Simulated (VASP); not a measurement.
Rh, 1 atom in the cell. It takes space group Fm-3m (No. 225, cubic). The conventional cell has a = 3.989 Å, b = 3.989 Å, c = 3.989 Å, α = 90.00°, β = 90.00°, γ = 90.00°. Rh (site symmetry m-3m) has 12 Rh at 2.82 Å within 3.7 Å. 

- Program: VASP 6.6.1
- Task: single point
- Functional: PBE
- Potentials or basis: VASP PAW PBE potentials, release 64 (Rh_pv)
- Cutoff: 500 eV
- k mesh: 8 × 8 × 8
- Occupations: fermi-dirac, width 0.1 eV
- Spin: collinear spin, zero start
- Starting moments: [0.0] μB
- Dipole correction: no
- Further INCAR settings: ALGO = Normal; EDIFF = 1e-06; NBANDS = 18

Potentials or basis: VASP PAW PBE potentials, release 64 (Rh_pv).

Run with:

```console
$ cat potpaw_PBE.64/Rh_pv/POTCAR > POTCAR
$ mpirun -np 1 vasp_std > vasp.out
```

Hardware: 1 thread of Intel(R) Xeon(R) Platinum 8488C (Sapphire Rapids) (shared host).

**Question.** How long does it take, and how much memory?

**Answer.** Wall time 12 s on 1 thread of Intel(R) Xeon(R) Platinum 8488C (Sapphire Rapids), on a shared host, peak memory 0.15 GiB. Counts: scf iterations 11, k points 29.
